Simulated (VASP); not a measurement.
**BaErB4: single point with PBE**

Crystal: BaErB4.

```
Ba Er B
1.0
     0.00000    3.46387    3.46387
     3.46387    0.00000    3.46387
     3.46387    3.46387    0.00000
Ba Er B
1 1 4
Direct
  0.00000 0.00000 0.00000
  0.75000 0.75000 0.75000
  0.37486 0.37486 0.87541
  0.87541 0.37486 0.37486
  0.37486 0.37486 0.37486
  0.37486 0.87541 0.37486
```

The cell was generated, and may not be a known phase.

```
Program                : VASP 6.6.1
Task                   : single point
Functional             : PBE
Potentials or basis    : VASP PAW PBE potentials, release 64 (Ba_sv, Er_3, B), 4f in core
Cutoff                 : 500 eV
k mesh                 : 4 × 4 × 4
Occupations            : gaussian, width 0.1 eV
Spin                   : no spin polarisation
Dipole correction      : no
Further INCAR settings : ALGO = Normal; EDIFF = 1e-06; NBANDS = 24
```

| Quantity | Value |
| --- | --- |
| Pressure | -2.2 GPa |
| Largest force | 0.180 eV/Å |
| Band gap on the k mesh | zero (an odd number of electrons rules out a gap without spin polarisation) |

Forces on the atoms (eV/Å):
```
Ba   0.000  0.000  0.000
Er   0.000  0.000  0.000
B   -0.104 -0.104  0.104
B    0.104 -0.104 -0.104
B    0.104  0.104  0.104
B   -0.104  0.104 -0.104
```

Levels at points of the mesh, in eV from the Fermi level:
```csv
k point,band 12,band 13,band 14,band 15,band 16,band 17,band 18,band 19
"(0.00, 0.00, 0.00)",-3.84,-3.38,-3.38,-2.45,-2.45,-2.45,4.36,4.36
"(0.50, 0.00, 0.00)",-3.41,-2.25,-2.25,0.36,0.36,1.36,2.01,2.01
"(0.50, 0.50, 0.00)",-3.33,-2.60,-0.79,-0.33,0.94,0.94,1.00,1.41
```

Wall time 13 s on 1 thread of Intel(R) Xeon(R) 6975P-C (Granite Rapids) (shared host), peak memory 0.2 GiB.

Caveat: the k points lie up to 0.39 Å⁻¹ apart, too coarse for converged energies and pressures of a metal; spin-orbit coupling is left out, which moves the levels of the heavy elements; the 4f electrons are frozen in the core, so they carry no moment and show no levels; an odd number of electrons without spin polarisation forces a metal; a magnetic or distorted state may lie lower. Spin polarisation is off, so any magnetic state and its effect on volume and gap are missing.
